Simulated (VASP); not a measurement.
# Ni (P6/mmm) in VASP: further runs

Ni is run at these levels: PBE; tasks: density of states.

Program: VASP 6.6.1. These are calculated values, not measurements. Logs are shortened: lines on timing, memory, paths and dates and some standing lists are left out, and cuts for length are marked.

### Step 1. The cell of the first run

The structure is hexagonal, space group P6/mmm (No. 191). The conventional cell has a = 1.796 Å, b = 1.796 Å, c = 1.698 Å, α = 90.00°, β = 90.00°, γ = 120.00°. Within 2.3 Å of Ni (site symmetry 6/mmm) lie 8 Ni at 1.70 to 1.80 Å.

### Step 2. Density of states, PBE, collinear spin, ferromagnetic start (volume scaled by 0.4)

POSCAR reads:

```
Ni
1.0
    1.7956181332      0.0000000000      0.0000000000
   -0.8978090666      1.5550509188      0.0000000000
    0.0000000000      0.0000000000      1.6984941785
Ni
1
Direct
    0.0000000000      0.0000000000      0.0000000000
```

INCAR.step1 reads:

```
PREC = Accurate
ENCUT = 520
EDIFF = 1E-7
ISMEAR = -1
SIGMA = 0.1
LREAL = F
LASPH = T
NELM = 150
ALGO = Normal
ISIF = 2
LWAVE = F
LCHARG = T
ISPIN = 2
MAGMOM = 1
LMAXMIX = 4
GGA = PE
NBANDS = 15
```

KPOINTS.step1 reads:

```
Automatic mesh
0
Gamma
  18 18 17
```

INCAR.step2 reads:

```
PREC = Accurate
ENCUT = 520
EDIFF = 1E-7
ISMEAR = -5
SIGMA = 0.1
LREAL = F
LASPH = T
NELM = 150
ALGO = Normal
ISIF = 2
LWAVE = F
LCHARG = F
ISPIN = 2
MAGMOM = 1
LORBIT = 11
LMAXMIX = 4
GGA = PE
NEDOS = 1001
ICHARG = 11
```

KPOINTS.step2 reads:

```
Automatic mesh
0
Gamma
  27 27 26
```

Potentials or basis: VASP PAW PBE potentials, release 64 (Ni).

Started as:

```console
$ cat potpaw_PBE.64/Ni/POTCAR > POTCAR
$ cp INCAR.step1 INCAR
$ cp KPOINTS.step1 KPOINTS
$ mpirun -np 1 vasp_std > vasp.out
$ cp INCAR.step2 INCAR
$ cp KPOINTS.step2 KPOINTS
$ mpirun -np 1 vasp_std > vasp.out
```

OUTCAR:

```text
PREC = Accurate
   ENCUT = 520
   EDIFF = 1E-7
   ISMEAR = -5
   LREAL = F
   LASPH = T
   NELM = 150
   ISIF = 2
   ISPIN = 2
   LORBIT = 11
   GGA = PE
   ICHARG = 11

 ion  position               nearest neighbor table
   1  0.000  0.000  0.000-

  LATTYP: Found a hexagonal cell.
 ALAT       =     1.7956181332
 C/A-ratio  =     0.9459105737

  Lattice vectors:

 A1 = (   1.7956181332,   0.0000000000,   0.0000000000)
 A2 = (  -0.8978090666,   1.5550509188,   0.0000000000)
 A3 = (   0.0000000000,   0.0000000000,   1.6984941785)

Analysis of symmetry for initial positions (statically):
=====================================================================
 Subroutine PRICEL returns:
 Original cell was already a primitive cell.

 Routine SETGRP: Setting up the symmetry group for a
 hexagonal supercell.

 Subroutine GETGRP returns: Found 24 space group operations
 (whereof 24 operations were pure point group operations)
 out of a pool of 24 trial point group operations.

The static configuration has the point symmetry D_6h.

Analysis of symmetry for dynamics (positions and initial velocities):
=====================================================================
 Subroutine PRICEL returns:
 Original cell was already a primitive cell.

 Routine SETGRP: Setting up the symmetry group for a
 hexagonal supercell.

 Subroutine GETGRP returns: Found 24 space group operations
 (whereof 24 operations were pure point group operations)
 out of a pool of 24 trial point group operations.

The dynamic configuration has the point symmetry D_6h.

Analysis of structural, dynamic, and magnetic symmetry:
=====================================================================
 Subroutine PRICEL returns:
 Original cell was already a primitive cell.

 Routine SETGRP: Setting up the symmetry group for a
 hexagonal supercell.

 Subroutine GETGRP returns: Found 24 space group operations
 (whereof 24 operations were pure point group operations)
 out of a pool of 24 trial point group operations.

The overall configuration has the point symmetry D_6h.

 Subroutine INISYM returns: Found 24 space group operations
 (whereof 24 operations are pure point group operations),
 and found     1 'primitive' translations

----------------------------------------------------------------------------------------

                                     Primitive cell

  volume of cell :       4.7427

  direct lattice vectors                    reciprocal lattice vectors
     1.795618133  0.000000000  0.000000000     0.556911284  0.321532880  0.000000000
    -0.897809067  1.555050919  0.000000000     0.000000000  0.643065759  0.000000000
[... 114 lines left out ...]
   LEPSILON=     F    determine dielectric tensor
   LRPA    =     F    only Hartree local field effects (RPA)
 spin polarized calculation
 Fermi weights with tetrahedron method with Bloechl corrections
  energy-cutoff  :      520.00
  volume of cell :        4.74
 maximum number of plane-waves:       139
 NGX is ok and might be reduce to    14

 number of electron       9.9999995 magnetization       0.0000095

 Free energy of the ion-electron system (eV)
  ---------------------------------------------------
  ext. energy  EPLUGINS =         0.00000000
  ---------------------------------------------------
  free energy    TOTEN  =         6.79111192 eV

  energy without entropy =        6.79111192  energy(sigma->0) =        6.79111192

 E-fermi :  28.6772     XC(G=0): -18.8712

 val. band max:       28.7790655174   @ k =   0.4074   0.0000   0.1538
 cond. band min:      28.5857243751   @ k =   0.3704   0.0000   0.4615
 fundamental gap:     -0.1933411423
 Fermi energy:        28.6772046328

 spin component 1

 k-point     1 :       0.0000    0.0000    0.0000
  band No.  band energies     occupation
      1      12.8691      1.00000
      2      16.9670      1.00000
      3      22.1244      1.00000
      4      22.1244      1.00000
      5      29.1332      0.00000
      6      29.1332      0.00000
      7      57.6648      0.00000
      8      61.1941      0.00000
      9      71.3243      0.00000
     10      74.5846      0.00000
[... 287 lines left out ...]
 k-point    24 :       0.3704    0.0370    0.0000
  band No.  band energies     occupation
      1      15.6288      1.00000
      2      19.0764      1.00000
      3      24.8044      1.00000
      4      25.2261      1.00000
      5      28.3336      1.00000
      6      28.6423      0.48017
      7      46.1475      0.00000
      8      57.8300      0.00000
      9      67.2959      0.00000
     10      70.9180      0.00000

 [... further k-points ...]

 spin component 2

 k-point     1 :       0.0000    0.0000    0.0000
  band No.  band energies     occupation
      1      12.8691      1.00000
      2      16.9670      1.00000
      3      22.1244      1.00000
      4      22.1244      1.00000
      5      29.1333      0.00000
      6      29.1333      0.00000
      7      57.6648      0.00000
      8      61.1941      0.00000
      9      71.3230      0.00000
     10      74.5927      0.00000
[... 287 lines left out ...]
 k-point    24 :       0.3704    0.0370    0.0000
  band No.  band energies     occupation
      1      15.6288      1.00000
      2      19.0764      1.00000
      3      24.8044      1.00000
      4      25.2261      1.00000
      5      28.3336      1.00000
      6      28.6423      0.48016
      7      46.1475      0.00000
      8      57.8300      0.00000
      9      67.2959      0.00000
     10      70.9172      0.00000

 [... further k-points ...]
[... 5 lines left out ...]
  --------------------------------------------------------------------------------------
  -------------------------------------------------------------------------------------
  Total       36.8991849     36.8991849     36.1465813      0.0000000     -0.0000000     -0.0000000
  in kB    12465.3562734  12465.3562726  12211.1102335      0.0000000     -0.0000000     -0.0000000
  external PRESSURE =   12380.6075932 kB  Pullay stress =       0.0000000 kB

 VOLUME and BASIS-vectors are now :
 -----------------------------------------------------------------------------
  energy-cutoff  :      520.00
  volume of cell :        4.74
      direct lattice vectors                 reciprocal lattice vectors
     1.795618133  0.000000000  0.000000000     0.556911284  0.321532880  0.000000000
    -0.897809067  1.555050919  0.000000000     0.000000000  0.643065759  0.000000000
     0.000000000  0.000000000  1.698494179     0.000000000  0.000000000  0.588756802

 POSITION                                       TOTAL-FORCE (eV/Angst)
 -----------------------------------------------------------------------------------
      0.00000      0.00000      0.00000         0.000000      0.000000      0.000000
 -----------------------------------------------------------------------------------
    total drift:                                0.000000      0.000000      0.000000

  FREE ENERGIE OF THE ION-ELECTRON SYSTEM (eV)
  ---------------------------------------------------
  free  energy   TOTEN  =         6.7911119221 eV

  energy  without entropy=        6.7911119221  energy(sigma->0) =        6.79111192

 total charge

# of ion       s       p       d       tot
------------------------------------------
    1        1.101   1.677   9.835  12.613

 magnetization (x)

# of ion       s       p       d       tot
------------------------------------------
    1       -0.000  -0.000   0.000   0.000
```

OSZICAR.step1:

```text
N       E                     dE             d eps       ncg     rms          rms(c)
DAV:   1     0.422906745602E+02    0.42291E+02   -0.38267E+03 23007   0.102E+03
DAV:   2     0.684605836064E+01   -0.35445E+02   -0.33316E+02 23004   0.186E+02
DAV:   3     0.599647110125E+01   -0.84959E+00   -0.84772E+00 24278   0.267E+01
DAV:   4     0.599481981837E+01   -0.16513E-02   -0.16512E-02 23858   0.115E+00
DAV:   5     0.599481798883E+01   -0.18295E-05   -0.18276E-05 24187   0.360E-02    0.460E+01
DAV:   6     0.645895203367E+01    0.46413E+00   -0.61409E-02 21709   0.401E+00    0.284E+01
DAV:   7     0.679268296016E+01    0.33373E+00   -0.14562E-01 22914   0.406E+00    0.140E+01
DAV:   8     0.678347298321E+01   -0.92100E-02   -0.11518E-02 22998   0.126E+00    0.186E+00
DAV:   9     0.678090974234E+01   -0.25632E-02   -0.46930E-03 24672   0.907E-01    0.259E-01
DAV:  10     0.678078496427E+01   -0.12478E-03   -0.19286E-04 23103   0.188E-01    0.166E-01
DAV:  11     0.678072683794E+01   -0.58126E-04   -0.30195E-05 25874   0.816E-02    0.400E-02
DAV:  12     0.678072922177E+01    0.23838E-05   -0.22597E-06 24079   0.154E-02    0.117E-02
DAV:  13     0.678073161546E+01    0.23937E-05   -0.29894E-07 23492   0.774E-03    0.369E-03
DAV:  14     0.678073168529E+01    0.69827E-07   -0.38159E-08 13812   0.247E-03
   1 F= 0.67807317E+01 E0= 0.67905479E+01  d E =-.196325E-01  mag=     0.0000
```

It took 37 s on 1 thread of Intel Xeon 6975P-C (Granite Rapids), shared host; peak memory 0.26 GiB.

What came out:

* Net moment: 0.00 μB per cell

Levels at points of the mesh, in eV from the Fermi level:
Spin up:
```tsv
k point	band 3	band 4	band 5	band 6	band 7	band 8
(0.00, 0.00, 0.00)	-6.55	-6.55	0.46	0.46	28.99	32.52
(0.00, 0.00, 0.50)	-5.32	-4.40	-3.61	-3.61	13.27	37.87
```
Spin down:
| k point | band 3 | band 4 | band 5 | band 6 | band 7 | band 8 |
| --- | --- | --- | --- | --- | --- | --- |
| (0.00, 0.00, 0.00) | -6.55 | -6.55 | 0.46 | 0.46 | 28.99 | 32.52 |
| (0.00, 0.00, 0.50) | -5.32 | -4.40 | -3.61 | -3.61 | 13.27 | 37.87 |

Caveat: tetrahedron occupations give inexact forces and stress in metals.

### Step 3. Density of states, PBE, collinear spin, ferromagnetic start (volume scaled by 0.4)

POSCAR is that of step 2.

INCAR.step1 reads:

```
SYSTEM = Ni
  ALGO = Normal
  EDIFF = 1E-6
  ENCUT = 520
  GGA = PE
  ISIF = 2
  ISMEAR = -1
  ISPIN = 2
  LASPH = .TRUE.
  LCHARG = .TRUE.
  LMAXMIX = 4
  LREAL = .FALSE.
  LWAVE = .FALSE.
  MAGMOM = 1
  NBANDS = 15
  NELM = 150
  PREC = Accurate
  SIGMA = 0.1
```

KPOINTS.step1 reads:

```
k-points
0
G
  18 18 17
  0 0 0
```

INCAR.step2 reads:

```
SYSTEM = Ni
  ALGO = Normal
  EDIFF = 1E-6
  ENCUT = 520
  GGA = PE
  ICHARG = 11
  ISIF = 2
  ISMEAR = -5
  ISPIN = 2
  LASPH = .TRUE.
  LCHARG = .FALSE.
  LMAXMIX = 4
  LORBIT = 11
  LREAL = .FALSE.
  LWAVE = .FALSE.
  MAGMOM = 1
  NEDOS = 1001
  NELM = 150
  PREC = Accurate
  SIGMA = 0.1
```

KPOINTS.step2 reads:

```
k-points
0
G
  27 27 26
  0 0 0
```

Potentials or basis: VASP PAW PBE potentials, release 64 (Ni).

Started as:

```console
$ cat potpaw_PBE.64/Ni/POTCAR > POTCAR
$ cp INCAR.step1 INCAR
$ cp KPOINTS.step1 KPOINTS
$ mpirun -np 1 vasp_std > vasp.out
$ cp INCAR.step2 INCAR
$ cp KPOINTS.step2 KPOINTS
$ mpirun -np 1 vasp_std > vasp.out
```

Run time: 37 s. Hardware: 1 thread of Intel Xeon 6975P-C (Granite Rapids), shared host; peak memory 0.25 GiB.

The run converged. Its results:

- Net moment: 0.00 μB per cell

Levels at points of the mesh, in eV from the Fermi level:
Spin up:
```tsv
k point	band 1	band 2	band 3	band 4	band 5	band 6	band 7	band 8	band 9	band 10
(0.00, 0.00, 0.00)	-15.81	-11.71	-6.55	-6.55	0.46	0.46	28.99	32.52	42.65	45.91
(0.00, 0.00, 0.50)	-10.05	-5.32	-5.32	-4.40	-3.61	-3.61	13.27	37.87	42.95	43.40
```
Spin down:
```
           k point  band 2  band 3  band 4  band 5  band 6  band 7  band 8  band 9
(0.00, 0.00, 0.00)  -11.71   -6.55   -6.55    0.46    0.46   28.99   32.52   42.65
(0.00, 0.00, 0.50)   -5.32   -5.32   -4.40   -3.61   -3.61   13.27   37.87   42.95
```

Caveat: tetrahedron occupations give inexact forces and stress in metals.

### Step 4. Density of states, PBE, collinear spin, ferromagnetic start (volume scaled by 0.8)

POSCAR reads:

```
Ni
1.0
    2.2475182120      0.0000000000      0.0000000000
   -1.1237591060      1.9464078671      0.0000000000
    0.0000000000      0.0000000000      2.1682810997
Ni
1
Direct
    0.0000000000      0.0000000000      0.0000000000
```

INCAR.step1 reads:

```
  PREC = Accurate
  ENCUT = 520
  EDIFF = 1E-6
  ISMEAR = -1
  SIGMA = 0.1
  LREAL = F
  LASPH = T
  NELM = 150
  ALGO = Normal
  ISIF = 2
  LWAVE = F
  LCHARG = T
  ISPIN = 2
  MAGMOM = 1
  LMAXMIX = 4
  GGA = PE
  NBANDS = 15
```

KPOINTS.step1 reads:

```
Automatic mesh
0
Gamma
  18 18 17
```

INCAR.step2 reads:

```
  PREC = Accurate
  ENCUT = 520
  EDIFF = 1E-6
  ISMEAR = -5
  SIGMA = 0.1
  LREAL = F
  LASPH = T
  NELM = 150
  ALGO = Normal
  ISIF = 2
  LWAVE = F
  LCHARG = F
  ISPIN = 2
  MAGMOM = 1
  LORBIT = 11
  LMAXMIX = 4
  GGA = PE
  NEDOS = 1001
  ICHARG = 11
```

KPOINTS.step2 reads:

```
Automatic mesh
0
Gamma
  27 27 26
```

Started as:

```console
$ cat potpaw_PBE.64/Ni/POTCAR > POTCAR
$ cp INCAR.step1 INCAR
$ cp KPOINTS.step1 KPOINTS
$ mpirun -np 1 vasp_std > vasp.out
$ cp INCAR.step2 INCAR
$ cp KPOINTS.step2 KPOINTS
$ mpirun -np 1 vasp_std > vasp.out
```

It took 1.7 min on 1 thread of Intel Xeon 6975P-C (Granite Rapids), shared host; peak memory 0.32 GiB.

Results (log left out):

| Property | Result |
| --- | --- |
| Net moment | 0.00 μB per cell |
| Valence electrons inside the program's atomic spheres | Ni 9.71 |

Levels at points of the mesh, in eV from the Fermi level:
Spin up:
| k point | band 2 | band 3 | band 4 | band 5 | band 6 | band 7 | band 8 | band 9 |
| --- | --- | --- | --- | --- | --- | --- | --- | --- |
| (0.00, 0.00, 0.00) | -4.49 | -2.38 | -2.38 | 0.18 | 0.18 | 21.66 | 25.49 | 27.73 |
| (0.00, 0.00, 0.50) | -2.04 | -2.02 | -2.02 | -1.12 | -1.12 | 5.11 | 30.91 | 34.18 |
Spin down:
```
           k point  band 1  band 2  band 3  band 4  band 5  band 6  band 7  band 8  band 9  band 10
(0.00, 0.00, 0.00)   -9.84   -4.49   -2.38   -2.38    0.18    0.18   21.66   25.49   27.73    30.79
(0.00, 0.00, 0.50)   -5.11   -2.04   -2.02   -2.02   -1.12   -1.12    5.11   30.91   34.18    34.18
```

Caveat: tetrahedron occupations give inexact forces and stress in metals.

(Continued in part 2 of 2.)
